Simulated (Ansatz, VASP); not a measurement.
## One calculation of Cd3HgSe4, two programs

```xyz
8
Lattice="4.4122 0.0000 0.0000 0.0000 4.4122 0.0000 0.0000 0.0000 12.3792" Properties=species:S:1:pos:R:3 pbc="T T T"
Cd    0.0000    0.0000    9.2662
Cd    0.0000    0.0000    3.1130
Cd    2.2061    2.2061    6.1896
Hg    2.2061    2.2061    0.0000
Se    2.2061    0.0000   10.7993
Se    0.0000    2.2061    1.5799
Se    2.2061    0.0000    4.6515
Se    0.0000    2.2061    7.7277
```

Alike in both runs: functional PBE; k mesh 4 × 4 × 2; occupations gaussian, width 0.1 eV; no spin polarisation.

Ansatz relaxed the structure, and its values are those at the end. VASP's run is a single point on that final structure, the one shown.

```csv
,VASP,Ansatz
version,VASP 6.6.1,Ansatz 0.2.0
potentials or method,"VASP PAW PBE potentials, release 64 (Cd, Hg, Se), cutoff 520 eV","scalar-relativistic, plane waves, PAW"
valence electrons in the cell,72,144
```

|  | VASP | Ansatz | Ansatz less VASP |
| --- | --- | --- | --- |
| gap on the k mesh at the Fermi level (eV) | 0.07 | 0.07 | +0.003 |
| least direct gap on the mesh (eV) | 0.07 | 0.07 | +0.003 |
| pressure (GPa) | 0.1 | -0.1 | -0.23 |
| rms of the force components (eV/Å) | 0.004 | 0.004 | -0.0003 |

The functional is the same, so the differences come from potentials, cutoffs and numerics. VASP's potentials hold 72 valence electrons a cell and Ansatz's 144, so a difference there can come from the potentials and not from the codes.

Neither program's run includes spin-orbit coupling.
